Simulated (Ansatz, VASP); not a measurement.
**MoS2 in VASP and in Ansatz**

```xyz
3
Lattice="1.5815 0.9131 6.1233 -1.5815 0.9131 6.1233 0.0000 -1.8262 6.1233" Properties=species:S:1:pos:R:3 pbc="T T T"
Mo    0.0000    0.0000    0.0000
S     0.0000    0.0000   13.7481
S     0.0000    0.0000   10.7446
```

Alike in both runs: task electric field gradients; functional PBE; k mesh 13 × 13 × 13; occupations fermi-dirac, width 0.05 eV; no spin polarisation.

|  | VASP | Ansatz |
| --- | --- | --- |
| version | VASP 6.6.1 | Ansatz 0.2.0 |
| potentials or method | VASP PAW PBE potentials, release 64 (Mo_sv, S) | PAW with Ansatz's default frozen-core files, scalar-relativistic |
| plane-wave cutoff (eV) | 520 | 420 |
| valence electrons in the cell | 26 | 26 |

|  | VASP | Ansatz | Ansatz less VASP |
| --- | --- | --- | --- |
| pressure (GPa) | 9.1 | 9.3 | +0.17 |
| traceless stress, the component that is largest in VASP (GPa) | 4.63 | 4.67 | +0.048 |
| rms of the force components (eV/Å) | 0.599 | 0.608 | +0.0088 |
| size of Vzz on the site where it differs most (V/Å²) | 93.4 | 90.8 | -2.60 |

Atom by atom the forces differ by 0.009 eV/Å (rms over components).
